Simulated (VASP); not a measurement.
# B (Pm-3m) in VASP: further runs

B is run at these levels: PBEsol; tasks: single point.

Everything below comes from runs of VASP 6.6.1. Logs are shortened: lines on timing, memory, paths and dates and some standing lists are left out, and cuts for length are marked.

## 1. The cell of the first run

It takes space group Pm-3m (No. 221, cubic). The conventional cell has a = 1.491 Å, b = 1.491 Å, c = 1.491 Å, α = 90.00°, β = 90.00°, γ = 90.00°. Within 2.0 Å of B (site symmetry m-3m) lie 6 B at 1.49 Å.

## 2. Single point, PBEsol (volume scaled by 0.5)

INCAR reads:

```
SYSTEM = B
ALGO = Normal
EDIFF = 1E-7
ENCUT = 520
GGA = PS
ISIF = 2
ISMEAR = -1
LASPH = .TRUE.
LCHARG = .TRUE.
LELF = .TRUE.
LREAL = .FALSE.
LVHAR = .TRUE.
LWAVE = .FALSE.
NBANDS = 8
NELM = 80
PREC = Accurate
SIGMA = 0.05
```

KPOINTS reads:

```
k-points
0
G
  20 20 20
  0 0 0
```

POSCAR reads:

```
B
1.0
    1.4906181843      0.0000000000      0.0000000000
    0.0000000000      1.4906181843      0.0000000000
    0.0000000000      0.0000000000      1.4906181843
B
1
Direct
    0.0000000000      0.0000000000      0.0000000000
```

Potentials or basis: VASP PAW PBE potentials, release 64 (B).

Launch:

```bash
> cat potpaw_PBE.64/B/POTCAR > POTCAR
> mpirun -np 1 vasp_std > vasp.out
```

OUTCAR:

```text
SYSTEM = B
   EDIFF = 1E-7
   ENCUT = 520
   GGA = PS
   ISIF = 2
   ISMEAR = -1
   LASPH = .TRUE.
   LREAL = .FALSE.
   NELM = 80
   PREC = Accurate

 ion  position               nearest neighbor table
   1  0.000  0.000  0.000-

  LATTYP: Found a simple cubic cell.
 ALAT       =     1.4906181843

  Lattice vectors:

 A1 = (   1.4906181843,   0.0000000000,   0.0000000000)
 A2 = (   0.0000000000,   1.4906181843,   0.0000000000)
 A3 = (   0.0000000000,   0.0000000000,   1.4906181843)

Analysis of symmetry for initial positions (statically):
=====================================================================
 Subroutine PRICEL returns:
 Original cell was already a primitive cell.

 Routine SETGRP: Setting up the symmetry group for a
 simple cubic supercell.

 Subroutine GETGRP returns: Found 48 space group operations
 (whereof 48 operations were pure point group operations)
 out of a pool of 48 trial point group operations.

The static configuration has the point symmetry O_h .

Analysis of symmetry for dynamics (positions and initial velocities):
=====================================================================
 Subroutine PRICEL returns:
 Original cell was already a primitive cell.

 Routine SETGRP: Setting up the symmetry group for a
 simple cubic supercell.

 Subroutine GETGRP returns: Found 48 space group operations
 (whereof 48 operations were pure point group operations)
 out of a pool of 48 trial point group operations.

The dynamic configuration has the point symmetry O_h .

 Subroutine INISYM returns: Found 48 space group operations
 (whereof 48 operations are pure point group operations),
 and found     1 'primitive' translations

----------------------------------------------------------------------------------------

                                     Primitive cell

  volume of cell :       3.3121

  direct lattice vectors                    reciprocal lattice vectors
     1.490618184  0.000000000  0.000000000     0.670862606  0.000000000  0.000000000
     0.000000000  1.490618184  0.000000000     0.000000000  0.670862606  0.000000000
     0.000000000  0.000000000  1.490618184     0.000000000  0.000000000  0.670862606

  length of vectors
     1.490618184  1.490618184  1.490618184     0.670862606  0.670862606  0.670862606

  position of ions in fractional coordinates (direct lattice)
[... 71 lines left out ...]
   ISPIN  =      1    spin polarized calculation?
   LNONCOLLINEAR =      F non collinear calculations
   LSORBIT =      F    spin-orbit coupling
   LASPH  =      T    aspherical Exc in radial PAW
   ENCUT  =  520.0 eV  38.22 Ry    6.18 a.u.   2.77  2.77  2.77*2*pi/ulx,y,z
   NELM   =     80;   NELMIN=  2; NELMDL= -5     # of ELM steps
   EDIFF  = 0.1E-06   stopping-criterion for ELM
   LREAL  =      F    real-space projection
   EDIFFG = 0.1E-05   stopping-criterion for IOM
   NSW    =      0    number of steps for IOM
   IBRION =     -1    ionic relax: 0-MD 1-quasi-New 2-CG
   NFREE  =      0    steps in history (QN), initial steepest desc. (CG)
   ISIF   =      2    stress and relaxation
   ISYM   =      2    0-nonsym 1-usesym 2-fastsym
   POTIM  = 0.5000    time-step for ionic-motion
   TEBEG  =    0.0;   TEEND  =   0.0 temperature during run
   PSTRESS=    0.0 pullay stress
   NELECT =       3.0000    total number of electrons
   NUPDOWN=      -1.0000    fix difference up-down
   EMIN   =  10.00;   EMAX   =-10.00  energy-range for DOS
   EFERMI =   0.00;   METHOD = LEGACY
   ISMEAR =    -1;   SIGMA  =   0.05  broadening in eV -4-tet -1-fermi 0-gaus
   EFERMI_NEDOS =   21; number of points for ismear=-14 and -15
   IALGO  =     38    algorithm
   IMIX   =      4    mixing-type and parameters
     AMIX     =   0.40;   BMIX     =  1.00
     AMIX_MAG =   1.60;   BMIX_MAG =  1.00
  volume/ion in A,a.u.               =       3.31        22.35
  Fermi-wavevector in a.u.,A,eV,Ry     =   1.583977  2.993282 34.136782  2.508983
  Thomas-Fermi vector in A             =   2.683665
   LORBIT       =      0    0 simple, 1 ext, 2 COOP (PROOUT), +10 PAW based schemes
   GGA     = PS    functional components
   LHFCALC =     F    Hartree Fock is set to
   AEXX    =    0.0000 exact exchange contribution
   IVDW    =     0    specifies the selected vdW correction
   LEPSILON=     F    determine dielectric tensor
   LRPA    =     F    only Hartree local field effects (RPA)
 non-spin polarized calculation
  energy-cutoff  :      520.00
  volume of cell :        3.31
 maximum number of plane-waves:        96
 NGX is ok and might be reduce to    12
   NGX =  5   NGY =  5   NGZ =  5

 number of electron       3.0000000 magnetization

 Free energy of the ion-electron system (eV)
  ---------------------------------------------------
  ext. energy  EPLUGINS =         0.00000000
  ---------------------------------------------------
  free energy    TOTEN  =        -2.55639303 eV

  energy without entropy =       -2.55374252  energy(sigma->0) =       -2.55506777

 E-fermi :  15.7995     XC(G=0): -15.5916

 val. band max:       15.7906318335   @ k =   0.3500   0.1500   0.1000
 cond. band min:      15.8508134397   @ k =   0.4500   0.4500   0.2500
 fundamental gap:      0.0601816062
 Fermi energy:        15.7995000326

 k-point     1 :       0.0000    0.0000    0.0000
  band No.  band energies     occupation
      1      -7.8968      2.00000
      2      39.4023      0.00000
      3      39.4023      0.00000
      4      39.4023      0.00000
      5      51.3597      0.00000
      6      51.3597      0.00000
      7      73.1793      0.00000
      8     101.5415      0.00000
[... 243 lines left out ...]
 k-point    24 :       0.2000    0.1000    0.0000
  band No.  band energies     occupation
      1      -5.6077      2.00000
      2      25.3942      0.00000
      3      37.1375      0.00000
      4      41.9877      0.00000
      5      58.8782      0.00000
      6      66.4852      0.00000
      7      71.5241      0.00000
      8      85.0338      0.00000

 [... further k-points ...]
[... 5 lines left out ...]
  --------------------------------------------------------------------------------------
  -------------------------------------------------------------------------------------
  Total       11.5132355     11.5132355     11.5132355      0.0000000     -0.0000000      0.0000000
  in kB     5569.4040333   5569.4040333   5569.4040333      0.0000000     -0.0000000      0.0000000
  external PRESSURE =    5569.4040333 kB  Pullay stress =       0.0000000 kB

 VOLUME and BASIS-vectors are now :
 -----------------------------------------------------------------------------
  energy-cutoff  :      520.00
  volume of cell :        3.31
      direct lattice vectors                 reciprocal lattice vectors
     1.490618184  0.000000000  0.000000000     0.670862606  0.000000000  0.000000000
     0.000000000  1.490618184  0.000000000     0.000000000  0.670862606  0.000000000
     0.000000000  0.000000000  1.490618184     0.000000000  0.000000000  0.670862606

 POSITION                                       TOTAL-FORCE (eV/Angst)
 -----------------------------------------------------------------------------------
      0.00000      0.00000      0.00000         0.000000      0.000000      0.000000
 -----------------------------------------------------------------------------------
    total drift:                                0.000000     -0.000000     -0.000000

  FREE ENERGIE OF THE ION-ELECTRON SYSTEM (eV)
  ---------------------------------------------------
  free  energy   TOTEN  =        -2.5563930256 eV

  energy  without entropy=       -2.5537425221  energy(sigma->0) =       -2.55506777
```

It took 2.4 s on 1 thread of Intel Xeon Platinum 8488C (Sapphire Rapids), shared host; peak memory 0.11 GiB.

Results:

```yaml
Free_energy: -2.5564 eV
Pressure: 556.9 GPa
```

Caveat: the PAW data sets were made with another functional, which shifts forces and pressure a little.

## 3. Single point, PBEsol (volume scaled by 0.58)

INCAR reads:

```
SYSTEM = B
PREC = Accurate
ENCUT = 520
EDIFF = 1E-6
ISMEAR = -1
SIGMA = 0.05
LREAL = .FALSE.
LASPH = .TRUE.
NELM = 60
ALGO = Normal
ISIF = 2
LWAVE = .FALSE.
LCHARG = .FALSE.
GGA = PS
NBANDS = 8
```

KPOINTS reads:

```
regular mesh
0
G
  20 20 20
  0 0 0
```

POSCAR reads:

```
B
1.0
    1.5662187231      0.0000000000      0.0000000000
    0.0000000000      1.5662187231      0.0000000000
    0.0000000000      0.0000000000      1.5662187231
B
1
Direct
    0.0000000000      0.0000000000      0.0000000000
```

Potentials or basis: VASP PAW PBE potentials, release 64 (B).

Launch:

```bash
> cat potpaw_PBE.64/B/POTCAR > POTCAR
> mpirun -np 1 vasp_std > vasp.out
```

OUTCAR:

```text
SYSTEM = B
   PREC = Accurate
   ENCUT = 520
   EDIFF = 1E-6
   ISMEAR = -1
   LREAL = .FALSE.
   LASPH = .TRUE.
   NELM = 60
   ISIF = 2
   GGA = PS

 ion  position               nearest neighbor table
   1  0.000  0.000  0.000-

  LATTYP: Found a simple cubic cell.
 ALAT       =     1.5662187231

  Lattice vectors:

 A1 = (   1.5662187231,   0.0000000000,   0.0000000000)
 A2 = (   0.0000000000,   1.5662187231,   0.0000000000)
 A3 = (   0.0000000000,   0.0000000000,   1.5662187231)

Analysis of symmetry for initial positions (statically):
=====================================================================
 Subroutine PRICEL returns:
 Original cell was already a primitive cell.

 Routine SETGRP: Setting up the symmetry group for a
 simple cubic supercell.

 Subroutine GETGRP returns: Found 48 space group operations
 (whereof 48 operations were pure point group operations)
 out of a pool of 48 trial point group operations.

The static configuration has the point symmetry O_h .

Analysis of symmetry for dynamics (positions and initial velocities):
=====================================================================
 Subroutine PRICEL returns:
 Original cell was already a primitive cell.

 Routine SETGRP: Setting up the symmetry group for a
 simple cubic supercell.

 Subroutine GETGRP returns: Found 48 space group operations
 (whereof 48 operations were pure point group operations)
 out of a pool of 48 trial point group operations.

The dynamic configuration has the point symmetry O_h .

 Subroutine INISYM returns: Found 48 space group operations
 (whereof 48 operations are pure point group operations),
 and found     1 'primitive' translations

----------------------------------------------------------------------------------------

                                     Primitive cell

  volume of cell :       3.8420

  direct lattice vectors                    reciprocal lattice vectors
     1.566218723  0.000000000  0.000000000     0.638480428  0.000000000  0.000000000
     0.000000000  1.566218723  0.000000000     0.000000000  0.638480428  0.000000000
     0.000000000  0.000000000  1.566218723     0.000000000  0.000000000  0.638480428

  length of vectors
     1.566218723  1.566218723  1.566218723     0.638480428  0.638480428  0.638480428

  position of ions in fractional coordinates (direct lattice)
     0.000000000  0.000000000  0.000000000

  ion indices of the primitive-cell ions
   primitive index   ion index
                 1           1

----------------------------------------------------------------------------------------

 KPOINTS: regular mesh

Automatic generation of k-mesh.
 Grid dimensions read from file:
 generate k-points for:   20   20   20

 Generating k-lattice:

  Cartesian coordinates                     Fractional coordinates (reciprocal lattice)
     0.031924021  0.000000000  0.000000000     0.050000000  0.000000000  0.000000000
     0.000000000  0.031924021  0.000000000     0.000000000  0.050000000  0.000000000
     0.000000000  0.000000000  0.031924021     0.000000000  0.000000000  0.050000000

  Length of vectors
     0.031924021  0.031924021  0.031924021

  Shift w.r.t. Gamma in fractional coordinates (k-lattice)
     0.000000000  0.000000000  0.000000000

 Subroutine IBZKPT returns following result:
 ===========================================

 Found    286 irreducible k-points:

 Following reciprocal coordinates:
            Coordinates               Weight
  0.000000  0.000000  0.000000      1.000000
  0.050000  0.000000  0.000000      6.000000
  0.100000  0.000000  0.000000      6.000000
  0.150000  0.000000  0.000000      6.000000
  0.200000  0.000000  0.000000      6.000000
  0.250000  0.000000  0.000000      6.000000
[... 16 lines left out ...]
  0.150000  0.100000  0.000000     24.000000
  0.200000  0.100000  0.000000     24.000000
 [... further k-points ...]
   k-points           NKPTS =    286   k-points in BZ     NKDIM =    286   number of bands    NBANDS=      8
   number of dos      NEDOS =    301   number of ions     NIONS =      1
   total plane-waves  NPLWV =   1728
   dimension x,y,z NGX =    12 NGY =   12 NGZ =   12
   dimension x,y,z NGXF=    24 NGYF=   24 NGZF=   24
   ions per type =               1
   NGX,Y,Z   is equivalent  to a cutoff of  12.74, 12.74, 12.74 a.u.
   NGXF,Y,Z  is equivalent  to a cutoff of  25.47, 25.47, 25.47 a.u.
 SYSTEM =  B
   PREC   = accura    normal or accurate (medium, high low for compatibility)
   ISTART =      0    job   : 0-new  1-cont  2-samecut
   ICHARG =      2    charge: 1-file 2-atom 10-const
   ISPIN  =      1    spin polarized calculation?
   LNONCOLLINEAR =      F non collinear calculations
   LSORBIT =      F    spin-orbit coupling
   LASPH  =      T    aspherical Exc in radial PAW
   ENCUT  =  520.0 eV  38.22 Ry    6.18 a.u.   2.91  2.91  2.91*2*pi/ulx,y,z
   NELM   =     60;   NELMIN=  2; NELMDL= -5     # of ELM steps
   EDIFF  = 0.1E-05   stopping-criterion for ELM
   LREAL  =      F    real-space projection
   EDIFFG = 0.1E-04   stopping-criterion for IOM
   NSW    =      0    number of steps for IOM
   IBRION =     -1    ionic relax: 0-MD 1-quasi-New 2-CG
   NFREE  =      0    steps in history (QN), initial steepest desc. (CG)
   ISIF   =      2    stress and relaxation
   ISYM   =      2    0-nonsym 1-usesym 2-fastsym
   POTIM  = 0.5000    time-step for ionic-motion
   TEBEG  =    0.0;   TEEND  =   0.0 temperature during run
   PSTRESS=    0.0 pullay stress
   NELECT =       3.0000    total number of electrons
   NUPDOWN=      -1.0000    fix difference up-down
   EMIN   =  10.00;   EMAX   =-10.00  energy-range for DOS
   EFERMI =   0.00;   METHOD = LEGACY
   ISMEAR =    -1;   SIGMA  =   0.05  broadening in eV -4-tet -1-fermi 0-gaus
   EFERMI_NEDOS =   21; number of points for ismear=-14 and -15
   IALGO  =     38    algorithm
   IMIX   =      4    mixing-type and parameters
     AMIX     =   0.40;   BMIX     =  1.00
     AMIX_MAG =   1.60;   BMIX_MAG =  1.00
  volume/ion in A,a.u.               =       3.84        25.93
  Fermi-wavevector in a.u.,A,eV,Ry     =   1.507519  2.848798 30.920790  2.272614
  Thomas-Fermi vector in A             =   2.618094
   LORBIT       =      0    0 simple, 1 ext, 2 COOP (PROOUT), +10 PAW based schemes
   GGA     = PS    functional components
   LHFCALC =     F    Hartree Fock is set to
   AEXX    =    0.0000 exact exchange contribution
   IVDW    =     0    specifies the selected vdW correction
   LEPSILON=     F    determine dielectric tensor
   LRPA    =     F    only Hartree local field effects (RPA)
 non-spin polarized calculation
  energy-cutoff  :      520.00
  volume of cell :        3.84
 maximum number of plane-waves:       112
 NGX is ok and might be reduce to    12
   NGX =  5   NGY =  5   NGZ =  5

 number of electron       3.0000000 magnetization

 Free energy of the ion-electron system (eV)
  ---------------------------------------------------
  ext. energy  EPLUGINS =         0.00000000
  ---------------------------------------------------
  free energy    TOTEN  =        -4.01332090 eV

  energy without entropy =       -4.01111450  energy(sigma->0) =       -4.01221770

 E-fermi :  13.5867     XC(G=0): -14.8706

 val. band max:       13.5626877132   @ k =   0.3500   0.2500   0.0000
 cond. band min:      13.5881900156   @ k =   0.3500   0.3000   0.0500
 fundamental gap:      0.0255023024
 Fermi energy:        13.5867083868

 k-point     1 :       0.0000    0.0000    0.0000
  band No.  band energies     occupation
      1      -8.2222      2.00000
      2      34.7138      0.00000
      3      34.7138      0.00000
      4      34.7138      0.00000
      5      46.2670      0.00000
      6      46.2670      0.00000
      7      64.7742      0.00000
      8      91.1402      0.00000

 k-point     2 :       0.0500    0.0000    0.0000
  band No.  band energies     occupation
      1      -8.1130      2.00000
      2      33.0636      0.00000
      3      34.8315      0.00000
      4      34.8315      0.00000
      5      46.4138      0.00000
      6      48.1345      0.00000
      7      64.5688      0.00000
      8      90.0167      0.00000
[... 221 lines left out ...]
 k-point    23 :       0.1500    0.1000    0.0000
  band No.  band energies     occupation
      1      -6.7991      2.00000
      2      25.6277      0.00000
      3      32.0802      0.00000
      4      36.2170      0.00000
      5      51.7065      0.00000
      6      58.3691      0.00000
      7      61.9010      0.00000
      8      79.9806      0.00000

 k-point    24 :       0.2000    0.1000    0.0000
  band No.  band energies     occupation
      1      -6.0390      2.00000
      2      22.2504      0.00000
      3      32.6934      0.00000
      4      36.9878      0.00000
      5      52.8361      0.00000
      6      59.3393      0.00000
      7      63.9712      0.00000
      8      76.4535      0.00000

 [... further k-points ...]
[... 5 lines left out ...]
  --------------------------------------------------------------------------------------
  -------------------------------------------------------------------------------------
  Total        8.1739099      8.1739099      8.1739099      0.0000000      0.0000000     -0.0000000
  in kB     3408.6561684   3408.6561684   3408.6561684      0.0000000      0.0000000     -0.0000000
  external PRESSURE =    3408.6561684 kB  Pullay stress =       0.0000000 kB

 VOLUME and BASIS-vectors are now :
 -----------------------------------------------------------------------------
  energy-cutoff  :      520.00
  volume of cell :        3.84
      direct lattice vectors                 reciprocal lattice vectors
     1.566218723  0.000000000  0.000000000     0.638480428  0.000000000  0.000000000
     0.000000000  1.566218723  0.000000000     0.000000000  0.638480428  0.000000000
     0.000000000  0.000000000  1.566218723     0.000000000  0.000000000  0.638480428

 POSITION                                       TOTAL-FORCE (eV/Angst)
 -----------------------------------------------------------------------------------
      0.00000      0.00000      0.00000         0.000000      0.000000      0.000000
 -----------------------------------------------------------------------------------
    total drift:                                0.000000     -0.000000     -0.000000

  FREE ENERGIE OF THE ION-ELECTRON SYSTEM (eV)
  ---------------------------------------------------
  free  energy   TOTEN  =        -4.0133209047 eV

  energy  without entropy=       -4.0111144953  energy(sigma->0) =       -4.01221770
```

stdout:

```text
POSCAR found type information on POSCAR B
 POSCAR found :  1 types and       1 ions
 scaLAPACK will be used
 -----------------------------------------------------------------------------
|                                                                             |
|                                                                             |
|     You enforced a specific xc type in the INCAR file but a different       |
|     I HOPE YOU KNOW WHAT YOU ARE DOING!                                     |
|                                                                             |
 -----------------------------------------------------------------------------

 LDA part: xc-table for (Slater+PW92), standard interpolation
 POSCAR, INCAR and KPOINTS ok, starting setup
 FFT: planning ... GRIDC
 FFT: planning ... GRID_SOFT
 FFT: planning ... GRID
 WAVECAR not read
 entering main loop
```

It took 2.5 s on 1 thread of Intel Xeon Platinum 8488C (Sapphire Rapids), shared host; peak memory 0.11 GiB.

Results:

```
Free energy : -4.0133 eV
Pressure    : 340.9 GPa
```

Caveat: the PAW data sets were made with another functional, which shifts forces and pressure a little.
